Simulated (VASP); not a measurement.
# Si (Ibca) in VASP: further runs

Si is run at these levels: PBEsol; tasks: single point.

Program: VASP 6.6.1. These are calculated values, not measurements. Logs are shortened: lines on timing, memory, paths and dates and some standing lists are left out, and cuts for length are marked.

**1. The cell of the first run**

Symmetry: Ibca, No. 73, orthorhombic system. Conventional cell: a = 6.373 Å, b = 6.373 Å, c = 6.851 Å, α = 90.00°, β = 90.00°, γ = 90.00°. Si (site symmetry 1) has 4 Si at 2.29 to 2.41 Å within 3.0 Å.

**2. Single point, PBEsol (17.39 Å³/atom)**

INCAR

```
PREC = Accurate ; ENCUT = 520
EDIFF = 1E-7 ; ISMEAR = 0
SIGMA = 0.15 ; LREAL = False
LASPH = True ; NELM = 80
ALGO = Normal ; ISIF = 2
LWAVE = False ; LCHARG = False
GGA = PS ; NBANDS = 26
```

KPOINTS

```
regular mesh
0
Gamma
  10 10 10
```

POSCAR

```
Si
1.0
   -3.1864494838      3.1864494838      3.4254331951
    3.1864494838     -3.1864494838      3.4254331951
    3.1864494838      3.1864494838     -3.4254331951
Si
8
Direct
    0.2047947401      0.2047947401      0.2047947401
    0.5000000000      0.0000000000      0.2952052599
    0.2952052599      0.5000000000      0.0000000000
    0.0000000000      0.2952052599      0.5000000000
    0.7952052599      0.7952052599      0.7952052599
    0.5000000000      0.0000000000      0.7047947401
    0.7047947401      0.5000000000      0.0000000000
    0.0000000000      0.7047947401      0.5000000000
```

Potentials or basis: VASP PAW PBE potentials, release 64 (Si).

Launch:

```bash
> cat potpaw_PBE.64/Si/POTCAR > POTCAR
> mpirun -np 1 vasp_std > vasp.out
```

OUTCAR:

```text
PREC = Accurate
   ENCUT = 520
   EDIFF = 1E-7
   ISMEAR = 0
   LREAL = False
   LASPH = True
   NELM = 80
   ISIF = 2
   GGA = PS

 ion  position               nearest neighbor table
   1  0.205  0.205  0.205-   2 2.29   5 2.32   4 2.35   3 2.41
   2  0.500  0.000  0.295-   1 2.29   6 2.32   3 2.35   4 2.41
   3  0.295  0.500  0.000-   4 2.29   7 2.32   2 2.35   1 2.41
   4  0.000  0.295  0.500-   3 2.29   8 2.32   1 2.35   2 2.41
   5  0.795  0.795  0.795-   6 2.29   1 2.32   8 2.35   7 2.41
   6  0.500  0.000  0.705-   5 2.29   2 2.32   7 2.35   8 2.41
   7  0.705  0.500  0.000-   8 2.29   3 2.32   6 2.35   5 2.41
   8  0.000  0.705  0.500-   7 2.29   4 2.32   5 2.35   6 2.41

  LATTYP: Found a body centered tetragonal cell.
 ALAT       =     6.3728989676
 C/A-ratio  =     1.0750000000

  Lattice vectors:

 A1 = (  -3.1864494838,   3.1864494838,   3.4254331951)
 A2 = (   3.1864494838,  -3.1864494838,   3.4254331951)
 A3 = (   3.1864494838,   3.1864494838,  -3.4254331951)

Analysis of symmetry for initial positions (statically):
=====================================================================
 Subroutine PRICEL returns:
 Original cell was already a primitive cell.

 Routine SETGRP: Setting up the symmetry group for a
 body centered tetragonal supercell.

 Subroutine GETGRP returns: Found  8 space group operations
 (whereof  2 operations were pure point group operations)
 out of a pool of 16 trial point group operations.

The static configuration has the point symmetry S_2 .
 The point group associated with its full space group is D_2h.

Analysis of symmetry for dynamics (positions and initial velocities):
=====================================================================
 Subroutine PRICEL returns:
 Original cell was already a primitive cell.

 Routine SETGRP: Setting up the symmetry group for a
 body centered tetragonal supercell.

 Subroutine GETGRP returns: Found  8 space group operations
 (whereof  2 operations were pure point group operations)
 out of a pool of 16 trial point group operations.

The dynamic configuration has the point symmetry S_2 .
 The point group associated with its full space group is D_2h.

 Subroutine INISYM returns: Found  8 space group operations
 (whereof  2 operations are pure point group operations),
 and found     1 'primitive' translations

----------------------------------------------------------------------------------------

                                     Primitive cell

  volume of cell :     139.1200

  direct lattice vectors                    reciprocal lattice vectors
    -3.186449484  3.186449484  3.425433195     0.000000000  0.156914460  0.145966940
     3.186449484 -3.186449484  3.425433195     0.156914460  0.000000000  0.145966940
     3.186449484  3.186449484 -3.425433195     0.156914460  0.156914460  0.000000000

  length of vectors
     5.660434012  5.660434012  5.660434012     0.214309345  0.214309345  0.221910557

  position of ions in fractional coordinates (direct lattice)
     0.204794740  0.204794740  0.204794740
     0.500000000  0.000000000  0.295205260
     0.295205260  0.500000000  0.000000000
     0.000000000  0.295205260  0.500000000
     0.795205260  0.795205260  0.795205260
     0.500000000  0.000000000  0.704794740
     0.704794740  0.500000000  0.000000000
     0.000000000  0.704794740  0.500000000

  ion indices of the primitive-cell ions
   primitive index   ion index
                 1           1
                 2           2
                 3           3
                 4           4
                 5           5
                 6           6
                 7           7
                 8           8

----------------------------------------------------------------------------------------

 KPOINTS: regular mesh

Automatic generation of k-mesh.
 Grid dimensions read from file:
 generate k-points for:   10   10   10

 Generating k-lattice:

  Cartesian coordinates                     Fractional coordinates (reciprocal lattice)
     0.000000000  0.015691446  0.014596694     0.100000000  0.000000000  0.000000000
     0.015691446  0.000000000  0.014596694     0.000000000  0.100000000  0.000000000
     0.015691446  0.015691446  0.000000000     0.000000000  0.000000000  0.100000000

  Length of vectors
     0.021430934  0.021430934  0.022191056

  Shift w.r.t. Gamma in fractional coordinates (k-lattice)
     0.000000000  0.000000000  0.000000000

 Subroutine IBZKPT returns following result:
 ===========================================

 Found    171 irreducible k-points:

 Following reciprocal coordinates:
            Coordinates               Weight
  0.000000  0.000000  0.000000      1.000000
  0.100000  0.000000  0.000000      4.000000
  0.000000  0.100000  0.000000      4.000000
  0.200000  0.000000  0.000000      4.000000
  0.000000  0.200000  0.000000      4.000000
  0.300000 -0.000000  0.000000      4.000000
[... 16 lines left out ...]
 -0.300000  0.100000 -0.000000      8.000000
  0.000000 -0.200000 -0.100000      8.000000
 [... further k-points ...]
   k-points           NKPTS =    171   k-points in BZ     NKDIM =    171   number of bands    NBANDS=     26
   number of dos      NEDOS =    301   number of ions     NIONS =      8
   total plane-waves  NPLWV =  74088
   dimension x,y,z NGX =    42 NGY =   42 NGZ =   42
   dimension x,y,z NGXF=    84 NGYF=   84 NGZF=   84
   ions per type =               8
   NGX,Y,Z   is equivalent  to a cutoff of  12.34, 12.34, 12.34 a.u.
   NGXF,Y,Z  is equivalent  to a cutoff of  24.67, 24.67, 24.67 a.u.
 SYSTEM =  unknown system
   PREC   = accura    normal or accurate (medium, high low for compatibility)
   ISTART =      0    job   : 0-new  1-cont  2-samecut
   ICHARG =      2    charge: 1-file 2-atom 10-const
   ISPIN  =      1    spin polarized calculation?
   LNONCOLLINEAR =      F non collinear calculations
   LSORBIT =      F    spin-orbit coupling
   LASPH  =      T    aspherical Exc in radial PAW
   ENCUT  =  520.0 eV  38.22 Ry    6.18 a.u.  10.52 10.52 10.52*2*pi/ulx,y,z
   NELM   =     80;   NELMIN=  2; NELMDL= -5     # of ELM steps
   EDIFF  = 0.1E-06   stopping-criterion for ELM
   LREAL  =      F    real-space projection
   EDIFFG = 0.1E-05   stopping-criterion for IOM
   NSW    =      0    number of steps for IOM
   IBRION =     -1    ionic relax: 0-MD 1-quasi-New 2-CG
   NFREE  =      0    steps in history (QN), initial steepest desc. (CG)
   ISIF   =      2    stress and relaxation
   ISYM   =      2    0-nonsym 1-usesym 2-fastsym
   POTIM  = 0.5000    time-step for ionic-motion
   TEBEG  =    0.0;   TEEND  =   0.0 temperature during run
   PSTRESS=    0.0 pullay stress
   NELECT =      32.0000    total number of electrons
   NUPDOWN=      -1.0000    fix difference up-down
   EMIN   =  10.00;   EMAX   =-10.00  energy-range for DOS
   EFERMI =   0.00;   METHOD = LEGACY
   ISMEAR =     0;   SIGMA  =   0.15  broadening in eV -4-tet -1-fermi 0-gaus
   EFERMI_NEDOS =   21; number of points for ismear=-14 and -15
   IALGO  =     38    algorithm
   IMIX   =      4    mixing-type and parameters
     AMIX     =   0.40;   BMIX     =  1.00
     AMIX_MAG =   1.60;   BMIX_MAG =  1.00
  volume/ion in A,a.u.               =      17.39       117.35
  Fermi-wavevector in a.u.,A,eV,Ry     =   1.003063  1.895515 13.689309  1.006136
  Thomas-Fermi vector in A             =   2.135591
   LORBIT       =      0    0 simple, 1 ext, 2 COOP (PROOUT), +10 PAW based schemes
   GGA     = PS    functional components
   LHFCALC =     F    Hartree Fock is set to
   AEXX    =    0.0000 exact exchange contribution
   IVDW    =     0    specifies the selected vdW correction
   LEPSILON=     F    determine dielectric tensor
   LRPA    =     F    only Hartree local field effects (RPA)
 non-spin polarized calculation
 Gauss-broadening in eV      SIGMA  =   0.15
  energy-cutoff  :      520.00
  volume of cell :      139.12
 maximum number of plane-waves:      3772
   NGX = 21   NGY = 21   NGZ = 21

 number of electron      32.0000001 magnetization

 Free energy of the ion-electron system (eV)
  ---------------------------------------------------
  ext. energy  EPLUGINS =         0.00000000
  ---------------------------------------------------
  free energy    TOTEN  =       -44.72703216 eV

  energy without entropy =      -44.71400217  energy(sigma->0) =      -44.72051716

 E-fermi :   7.5339     XC(G=0): -10.2728

 val. band max:        7.5235370664   @ k =   0.4000   0.0000   0.0000
 cond. band min:       7.5535972687   @ k =  -0.4000  -0.4000   0.2000
 fundamental gap:      0.0300602023
 Fermi energy:         7.5338637308

 k-point     1 :       0.0000    0.0000    0.0000
  band No.  band energies     occupation
      1      -5.4698      2.00000
      2      -0.8351      2.00000
      3      -0.7273      2.00000
      4      -0.5719      2.00000
      5      -0.0642      2.00000
      6       0.8412      2.00000
[... 18 lines left out ...]
     25      13.0644      0.00000
     26      13.3995      0.00000

 k-point     2 :       0.1000    0.0000    0.0000
  band No.  band energies     occupation
      1      -5.4074      2.00000
      2      -1.1658      2.00000
      3      -0.8895      2.00000
      4      -0.3928      2.00000
      5      -0.3062      2.00000
      6       0.7719      2.00000
[... 18 lines left out ...]
     25      13.1159      0.00000
     26      13.4524      0.00000

 k-point     3 :       0.0000    0.1000    0.0000
  band No.  band energies     occupation
      1      -5.4074      2.00000
      2      -1.1457      2.00000
      3      -0.7825      2.00000
      4      -0.6996      2.00000
      5      -0.1287      2.00000
      6       0.9402      2.00000
[... 18 lines left out ...]
     25      12.9396      0.00000
     26      13.3297      0.00000

 k-point     4 :       0.2000    0.0000    0.0000
  band No.  band energies     occupation
      1      -5.2206      2.00000
      2      -1.8117      2.00000
      3      -1.1740      2.00000
      4      -0.6970      2.00000
      5      -0.1464      2.00000
      6       0.5803      2.00000
[... 18 lines left out ...]
     25      12.9529      0.00000
     26      13.1644      0.00000

 k-point     5 :       0.0000    0.2000    0.0000
  band No.  band energies     occupation
      1      -5.2208      2.00000
      2      -1.8122      2.00000
      3      -0.9772      2.00000
      4      -0.9472      2.00000
      5      -0.1561      2.00000
      6       0.6766      2.00000
[... 18 lines left out ...]
     25      12.6030      0.00000
     26      13.0999      0.00000

 k-point     6 :       0.3000   -0.0000    0.0000
  band No.  band energies     occupation
      1      -4.9111      2.00000
      2      -2.5687      2.00000
      3      -1.3520      2.00000
      4      -1.0315      2.00000
      5       0.0078      2.00000
      6       0.3824      2.00000
[... 427 lines left out ...]
 k-point    21 :      -0.4000    0.1000    0.0000
  band No.  band energies     occupation
      1      -4.6443      2.00000
      2      -2.9374      2.00000
      3      -1.6222      2.00000
      4      -1.3562      2.00000
      5       0.1398      2.00000
      6       0.6354      2.00000
[... 18 lines left out ...]
     25      11.9844      0.00000
     26      12.4579      0.00000

 k-point    22 :       0.0000   -0.3000   -0.1000
  band No.  band energies     occupation
      1      -4.6454      2.00000
      2      -2.9348      2.00000
      3      -1.6393      2.00000
      4      -1.2784      2.00000
      5       0.0417      2.00000
      6       0.3904      2.00000
[... 18 lines left out ...]
     25      12.0432      0.00000
     26      12.7328      0.00000

 k-point    23 :      -0.3000    0.1000   -0.0000
  band No.  band energies     occupation
      1      -5.0189      2.00000
      2      -2.2095      2.00000
      3      -1.3634      2.00000
      4      -1.2258      2.00000
      5       0.0709      2.00000
      6       0.7059      2.00000
[... 18 lines left out ...]
     25      12.4320      0.00000
     26      12.8389      0.00000

 k-point    24 :       0.0000   -0.2000   -0.1000
  band No.  band energies     occupation
      1      -5.0195      2.00000
      2      -2.1952      2.00000
      3      -1.4216      2.00000
      4      -1.1392      2.00000
      5      -0.0663      2.00000
      6       0.6264      2.00000
[... 18 lines left out ...]
     25      12.6571      0.00000
     26      12.7580      0.00000

 [... further k-points ...]
[... 5 lines left out ...]
  --------------------------------------------------------------------------------------
  -------------------------------------------------------------------------------------
  Total        6.6258018      6.8818993     -3.2650710      0.0000000      0.0000000      0.0000000
  in kB       76.3061351     79.2554852    -37.6022331      0.0000000      0.0000000      0.0000000
  external PRESSURE =      39.3197957 kB  Pullay stress =       0.0000000 kB

 VOLUME and BASIS-vectors are now :
 -----------------------------------------------------------------------------
  energy-cutoff  :      520.00
  volume of cell :      139.12
      direct lattice vectors                 reciprocal lattice vectors
    -3.186449484  3.186449484  3.425433195     0.000000000  0.156914460  0.145966940
     3.186449484 -3.186449484  3.425433195     0.156914460  0.000000000  0.145966940
     3.186449484  3.186449484 -3.425433195     0.156914460  0.156914460  0.000000000

 POSITION                                       TOTAL-FORCE (eV/Angst)
 -----------------------------------------------------------------------------------
      0.65257      0.65257      0.70151         0.301772     -0.362830      0.342804
     -0.65257      2.53388      0.70151        -0.301772      0.362830      0.342804
      0.65257     -0.65257      2.72392         0.301772      0.362830     -0.342804
      2.53388      0.65257     -0.70151        -0.301772     -0.362830     -0.342804
      2.53388      2.53388      2.72392        -0.301772      0.362830     -0.342804
      0.65257      3.83902     -0.70151         0.301772     -0.362830     -0.342804
     -0.65257      0.65257      4.12694        -0.301772     -0.362830      0.342804
      3.83902     -0.65257      0.70151         0.301772      0.362830      0.342804
 -----------------------------------------------------------------------------------
    total drift:                                0.000000     -0.000000      0.000000

  FREE ENERGIE OF THE ION-ELECTRON SYSTEM (eV)
  ---------------------------------------------------
  free  energy   TOTEN  =       -44.7270321566 eV

  energy  without entropy=      -44.7140021653  energy(sigma->0) =      -44.72051716
```

Wall time 4.4 min (1 thread of Intel Xeon 6975P-C (Granite Rapids), shared host); peak memory 0.54 GiB.

Results:

```
Free energy            : -44.7270 eV
Pressure               : 3.9 GPa
Largest force          : 0.583 eV/Å
Band gap on the k mesh : zero (bands 16 and 17 overlap by 0.39 eV)
```

Forces in eV/Å, atoms in the order of the input:
```
Si   0.302 -0.363  0.343
Si  -0.302  0.363  0.343
Si   0.302  0.363 -0.343
Si  -0.302 -0.363 -0.343
Si  -0.302  0.363 -0.343
Si   0.302 -0.363 -0.343
Si  -0.302 -0.363  0.343
Si   0.302  0.363  0.343
```

Stress tensor (GPa, compression positive):
```
 7.63  0.00  0.00
 0.00  7.93  0.00
 0.00  0.00 -3.76
```

Caveat: the stress differs along the axes, from -4 to 8 GPa; semilocal functionals underestimate gaps, and a narrow one can read as zero; the PAW data sets were made with another functional, which shifts forces and pressure a little.

(Continued in part 2 of 2.)

The gap in the log of VASP goes by the Fermi energy; the results here count the filled bands.